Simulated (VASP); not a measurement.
# Br (P6_3/mmc) in VASP: further runs, part 2 of 3

VASP 6.6.1. Earlier steps stand in the parts before.

**3. Single point, PBE**

This run uses another cell than the first one, of 17.30 Å³/atom, 1.117 times its volume.

The input, INCAR:

```
SYSTEM = Br
  PREC = Accurate
  ENCUT = 520
  EDIFF = 1E-6
  ISMEAR = -1
  SIGMA = 0.01
  LREAL = .FALSE.
  LASPH = .TRUE.
  NELM = 80
  ALGO = Normal
  ISIF = 2
  LWAVE = .FALSE.
  LCHARG = .TRUE.
  GGA = PE
  LELF = .TRUE.
  LVHAR = .TRUE.
  NBANDS = 14
```

The input, KPOINTS:

```
Automatic mesh
0
G
  8 8 4
  0 0 0
```

The input, POSCAR:

```
Br
1.0
    2.6942393142      0.0000000000      0.0000000000
   -1.3471196571      2.3332796900      0.0000000000
    0.0000000000      0.0000000000      5.5040799937
Br
2
Direct
    0.3333333333      0.6666666667      0.2500000000
    0.6666666667      0.3333333333      0.7500000000
```

Potentials or basis: VASP PAW PBE potentials, release 64 (Br).

Launch:

```sh
$ cat potpaw_PBE.64/Br/POTCAR > POTCAR
$ mpirun -np 1 vasp_std > vasp.out
```

OUTCAR:

```text
SYSTEM = Br
   PREC = Accurate
   ENCUT = 520
   EDIFF = 1E-6
   ISMEAR = -1
   LREAL = .FALSE.
   LASPH = .TRUE.
   NELM = 80
   ISIF = 2
   GGA = PE

 ion  position               nearest neighbor table
   1  0.333  0.667  0.250-
   2  0.667  0.333  0.750-

  LATTYP: Found a hexagonal cell.
 ALAT       =     2.6942393142
 C/A-ratio  =     2.0429068660

  Lattice vectors:

 A1 = (   2.6942393142,   0.0000000000,   0.0000000000)
 A2 = (  -1.3471196571,   2.3332796900,   0.0000000000)
 A3 = (   0.0000000000,   0.0000000000,   5.5040799937)

Analysis of symmetry for initial positions (statically):
=====================================================================
 Subroutine PRICEL returns:
 Original cell was already a primitive cell.

 Routine SETGRP: Setting up the symmetry group for a
 hexagonal supercell.

 Subroutine GETGRP returns: Found 24 space group operations
 (whereof 12 operations were pure point group operations)
 out of a pool of 24 trial point group operations.

The static configuration has the point symmetry D_3d.
 The point group associated with its full space group is D_6h.

Analysis of symmetry for dynamics (positions and initial velocities):
=====================================================================
 Subroutine PRICEL returns:
 Original cell was already a primitive cell.

 Routine SETGRP: Setting up the symmetry group for a
 hexagonal supercell.

 Subroutine GETGRP returns: Found 24 space group operations
 (whereof 12 operations were pure point group operations)
 out of a pool of 24 trial point group operations.

The dynamic configuration has the point symmetry D_3d.
 The point group associated with its full space group is D_6h.

 Subroutine INISYM returns: Found 24 space group operations
 (whereof 12 operations are pure point group operations),
 and found     1 'primitive' translations

----------------------------------------------------------------------------------------

                                     Primitive cell

  volume of cell :      34.6009

  direct lattice vectors                    reciprocal lattice vectors
     2.694239314  0.000000000  0.000000000     0.371162278  0.214290641  0.000000000
    -1.347119657  2.333279690  0.000000000     0.000000000  0.428581282  0.000000000
     0.000000000  0.000000000  5.504079994     0.000000000  0.000000000  0.181683406

  length of vectors
     2.694239314  2.694239314  5.504079994     0.428581282  0.428581282  0.181683406

  position of ions in fractional coordinates (direct lattice)
     0.333333333  0.666666667  0.250000000
     0.666666667  0.333333333  0.750000000

  ion indices of the primitive-cell ions
   primitive index   ion index
                 1           1
                 2           2

----------------------------------------------------------------------------------------

 KPOINTS: Automatic mesh

Automatic generation of k-mesh.
 Grid dimensions read from file:
 generate k-points for:    8    8    4

 Generating k-lattice:

  Cartesian coordinates                     Fractional coordinates (reciprocal lattice)
     0.046395285  0.026786330  0.000000000     0.125000000  0.000000000  0.000000000
     0.000000000  0.053572660  0.000000000     0.000000000  0.125000000  0.000000000
     0.000000000  0.000000000  0.045420851     0.000000000  0.000000000  0.250000000

  Length of vectors
     0.053572660  0.053572660  0.045420851

  Shift w.r.t. Gamma in fractional coordinates (k-lattice)
     0.000000000  0.000000000  0.000000000

 Subroutine IBZKPT returns following result:
 ===========================================

 Found     30 irreducible k-points:

 Following reciprocal coordinates:
            Coordinates               Weight
  0.000000  0.000000  0.000000      1.000000
  0.125000  0.000000  0.000000      6.000000
  0.250000  0.000000  0.000000      6.000000
  0.375000  0.000000  0.000000      6.000000
  0.500000  0.000000  0.000000      3.000000
  0.125000  0.125000  0.000000      6.000000
[... 16 lines left out ...]
  0.250000  0.000000  0.500000      6.000000
  0.375000  0.000000  0.500000      6.000000
 [... further k-points ...]
   k-points           NKPTS =     30   k-points in BZ     NKDIM =     30   number of bands    NBANDS=     14
   number of dos      NEDOS =    301   number of ions     NIONS =      2
   total plane-waves  NPLWV =  16800
   dimension x,y,z NGX =    20 NGY =   20 NGZ =   42
   dimension x,y,z NGXF=    40 NGYF=   40 NGZF=   84
   ions per type =               2
   NGX,Y,Z   is equivalent  to a cutoff of  12.34, 12.34, 12.69 a.u.
   NGXF,Y,Z  is equivalent  to a cutoff of  24.68, 24.68, 25.37 a.u.
 SYSTEM =  Br
   PREC   = accura    normal or accurate (medium, high low for compatibility)
   ISTART =      0    job   : 0-new  1-cont  2-samecut
   ICHARG =      2    charge: 1-file 2-atom 10-const
   ISPIN  =      1    spin polarized calculation?
   LNONCOLLINEAR =      F non collinear calculations
   LSORBIT =      F    spin-orbit coupling
   LASPH  =      T    aspherical Exc in radial PAW
   ENCUT  =  520.0 eV  38.22 Ry    6.18 a.u.   5.01  5.01 10.23*2*pi/ulx,y,z
   NELM   =     80;   NELMIN=  2; NELMDL= -5     # of ELM steps
   EDIFF  = 0.1E-05   stopping-criterion for ELM
   LREAL  =      F    real-space projection
   EDIFFG = 0.1E-04   stopping-criterion for IOM
   NSW    =      0    number of steps for IOM
   IBRION =     -1    ionic relax: 0-MD 1-quasi-New 2-CG
   NFREE  =      0    steps in history (QN), initial steepest desc. (CG)
   ISIF   =      2    stress and relaxation
   ISYM   =      2    0-nonsym 1-usesym 2-fastsym
   POTIM  = 0.5000    time-step for ionic-motion
   TEBEG  =    0.0;   TEEND  =   0.0 temperature during run
   PSTRESS=    0.0 pullay stress
   NELECT =      14.0000    total number of electrons
   NUPDOWN=      -1.0000    fix difference up-down
   EMIN   =  10.00;   EMAX   =-10.00  energy-range for DOS
   EFERMI =   0.00;   METHOD = LEGACY
   ISMEAR =    -1;   SIGMA  =   0.01  broadening in eV -4-tet -1-fermi 0-gaus
   EFERMI_NEDOS =   21; number of points for ismear=-14 and -15
   IALGO  =     38    algorithm
   IMIX   =      4    mixing-type and parameters
     AMIX     =   0.40;   BMIX     =  1.00
     AMIX_MAG =   1.60;   BMIX_MAG =  1.00
  volume/ion in A,a.u.               =      17.30       116.75
  Fermi-wavevector in a.u.,A,eV,Ry     =   1.210844  2.288164 19.948096  1.466144
  Thomas-Fermi vector in A             =   2.346378
   LORBIT       =      0    0 simple, 1 ext, 2 COOP (PROOUT), +10 PAW based schemes
   GGA     = PE    functional components
   LHFCALC =     F    Hartree Fock is set to
   AEXX    =    0.0000 exact exchange contribution
   IVDW    =     0    specifies the selected vdW correction
   LEPSILON=     F    determine dielectric tensor
   LRPA    =     F    only Hartree local field effects (RPA)
 non-spin polarized calculation
  energy-cutoff  :      520.00
  volume of cell :       34.60
 maximum number of plane-waves:       946
 NGX is ok and might be reduce to    20
   NGX =  9   NGY =  9   NGZ = 21

 number of electron      14.0000001 magnetization

 Free energy of the ion-electron system (eV)
  ---------------------------------------------------
  ext. energy  EPLUGINS =         0.00000000
  ---------------------------------------------------
  free energy    TOTEN  =        -0.66569362 eV

  energy without entropy =       -0.66504694  energy(sigma->0) =       -0.66537028

 E-fermi :   7.0049     XC(G=0): -11.3149

 val. band max:        6.9951977678   @ k =   0.3750   0.0000   0.2500
 cond. band min:       7.0340541477   @ k =   0.5000   0.0000   0.5000
 fundamental gap:      0.0388563799
 Fermi energy:         7.0048614736

 k-point     1 :       0.0000    0.0000    0.0000
  band No.  band energies     occupation
      1     -12.2471      2.00000
      2     -10.6324      2.00000
      3      -1.1568      2.00000
      4       6.0422      2.00000
      5       9.8138      0.00000
      6       9.8138      0.00000
      7      10.3214      0.00000
      8      10.3214      0.00000
      9      14.2218      0.00000
     10      18.8496      0.00000
     11      20.7098      0.00000
     12      20.7098      0.00000
     13      20.8397      0.00000
     14      21.5668      0.00000
[... 375 lines left out ...]
 k-point    24 :       0.3750    0.0000    0.5000
  band No.  band energies     occupation
      1      -8.6082      2.00000
      2      -8.6082      2.00000
      3       0.2854      2.00000
      4       0.2854      2.00000
      5       4.5564      2.00000
      6       4.5564      2.00000
      7       7.3638      0.00000
      8       7.3638      0.00000
      9      14.2398      0.00000
     10      14.2398      0.00000
     11      15.6457      0.00000
     12      15.6457      0.00000
     13      23.9722      0.00000
     14      23.9832      0.00000

 [... further k-points ...]
[... 5 lines left out ...]
  --------------------------------------------------------------------------------------
  -------------------------------------------------------------------------------------
  Total        8.6568582      8.6568582      8.6489440      0.0000000      0.0000000      0.0000000
  in kB      400.8511899    400.8511899    400.4847294      0.0000000      0.0000000      0.0000000
  external PRESSURE =     400.7290364 kB  Pullay stress =       0.0000000 kB

 VOLUME and BASIS-vectors are now :
 -----------------------------------------------------------------------------
  energy-cutoff  :      520.00
  volume of cell :       34.60
      direct lattice vectors                 reciprocal lattice vectors
     2.694239314  0.000000000  0.000000000     0.371162278  0.214290641  0.000000000
    -1.347119657  2.333279690  0.000000000     0.000000000  0.428581282  0.000000000
     0.000000000  0.000000000  5.504079994     0.000000000  0.000000000  0.181683406

 POSITION                                       TOTAL-FORCE (eV/Angst)
 -----------------------------------------------------------------------------------
     -0.00000      1.55552      1.37602        -0.000000     -0.000000      0.000000
      1.34712      0.77776      4.12806         0.000000      0.000000      0.000000
 -----------------------------------------------------------------------------------
    total drift:                               -0.000000      0.000000      0.000000

  FREE ENERGIE OF THE ION-ELECTRON SYSTEM (eV)
  ---------------------------------------------------
  free  energy   TOTEN  =        -0.6656936163 eV

  energy  without entropy=       -0.6650469416  energy(sigma->0) =       -0.66537028
```

OSZICAR:

```text
N       E                     dE             d eps       ncg     rms          rms(c)
DAV:   1     0.763981014038E+02    0.76398E+02   -0.63308E+03   840   0.896E+02
DAV:   2     0.281257318610E+01   -0.73586E+02   -0.68579E+02  1194   0.164E+02
DAV:   3    -0.715098096162E+00   -0.35277E+01   -0.35106E+01  1092   0.391E+01
DAV:   4    -0.730914471975E+00   -0.15816E-01   -0.15816E-01  1002   0.316E+00
DAV:   5    -0.730974966419E+00   -0.60494E-04   -0.60494E-04  1092   0.192E-01    0.159E+01
DAV:   6    -0.683185962151E+00    0.47789E-01   -0.27207E-02  1008   0.109E+00    0.958E+00
DAV:   7    -0.666046437871E+00    0.17140E-01   -0.55383E-02   960   0.157E+00    0.162E-01
DAV:   8    -0.665693012079E+00    0.35343E-03   -0.38100E-03   948   0.402E-01    0.696E-02
DAV:   9    -0.665689676647E+00    0.33354E-05   -0.69912E-05  1098   0.562E-02    0.265E-02
DAV:  10    -0.665693764455E+00   -0.40878E-05   -0.48492E-06  1014   0.151E-02    0.199E-02
DAV:  11    -0.665693616264E+00    0.14819E-06   -0.43160E-07   612   0.465E-03
   1 F= -.66569362E+00 E0= -.66537028E+00  d E =-.646675E-03
```

It took 8.9 s on 1 thread of Intel Xeon Platinum 8488C (Sapphire Rapids), shared host; peak memory 0.14 GiB.

What came out:

| Quantity | Value |
| --- | --- |
| Free energy | -0.6657 eV |
| Pressure | 40.1 GPa |
| Band gap on the k mesh | zero (band 7 reaches 10.32 eV, above the bottom of band 8 at 5.42 eV) |

Levels at points of the mesh, in eV from the Fermi level:
```csv
k point,band 4,band 5,band 6,band 7,band 8,band 9,band 10,band 11
"(0.00, 0.00, 0.00)",-0.96,2.81,2.81,3.32,3.32,7.22,11.84,13.70
"(0.50, 0.00, 0.00)",-7.70,-3.57,-1.52,-0.49,0.64,6.63,6.94,9.10
"(0.00, 0.00, 0.50)",-5.23,3.06,3.06,3.06,3.06,11.83,11.83,13.89
"(0.50, 0.00, 0.50)",-8.38,-1.71,-1.71,0.03,0.03,6.07,6.07,7.96
```

**4. Single point, PBE**

This run uses another cell than the first one, of 19.98 Å³/atom, 1.289 times its volume.

The input, INCAR:

```
SYSTEM = Br
ALGO = Normal ; EDIFF = 1E-7
ENCUT = 520 ; GGA = PE
ISIF = 2 ; ISMEAR = -1
LASPH = .TRUE. ; LCHARG = .FALSE.
LREAL = .FALSE. ; LWAVE = .FALSE.
NBANDS = 14 ; NELM = 100
PREC = Accurate ; SIGMA = 0.01
```

The input, KPOINTS:

```
k-points
0
G
  8 8 4
  0 0 0
```

The input, POSCAR:

```
Br
1.0
    2.7923146273      0.0000000000      0.0000000000
   -1.3961573137      2.4182154026      0.0000000000
    0.0000000000      0.0000000000      5.9173487582
Br
2
Direct
    0.3333333333      0.6666666667      0.2500000000
    0.6666666667      0.3333333333      0.7500000000
```

Launch:

```sh
$ cat potpaw_PBE.64/Br/POTCAR > POTCAR
$ mpirun -np 1 vasp_std > vasp.out
```

Run time: 14 s. Hardware: 1 thread of Intel Xeon Platinum 8488C (Sapphire Rapids), shared host; peak memory 0.16 GiB.

The run converged. Its results:

| Item | Value |
| --- | --- |
| Free energy | -1.6334 eV |
| Pressure | 20.0 GPa |
| Band gap on the k mesh | zero (band 7 reaches 7.71 eV, above the bottom of band 8 at 3.56 eV) |

Levels at points of the mesh, in eV from the Fermi level:
| k point | band 3 | band 4 | band 5 | band 6 | band 7 | band 8 | band 9 | band 10 | band 11 | band 12 |
| --- | --- | --- | --- | --- | --- | --- | --- | --- | --- | --- |
| (0.00, 0.00, 0.00) | -6.79 | -1.40 | 2.34 | 2.34 | 2.65 | 2.65 | 6.71 | 11.41 | 12.68 | 13.63 |
| (0.50, 0.00, 0.00) | -7.40 | -6.85 | -2.84 | -1.21 | -0.38 | 0.35 | 6.56 | 7.40 | 8.85 | 10.37 |
| (0.00, 0.00, 0.50) | -4.59 | -4.59 | 2.49 | 2.49 | 2.49 | 2.49 | 11.21 | 11.21 | 12.69 | 12.69 |
| (0.50, 0.00, 0.50) | -7.28 | -7.28 | -1.58 | -1.58 | -0.03 | -0.03 | 6.36 | 6.36 | 8.19 | 8.19 |

Caveat: this functional lacks dispersion, which binds the layers, so the pressure and a relaxed spacing across them are unreliable.

(Continued in part 3 of 3.)
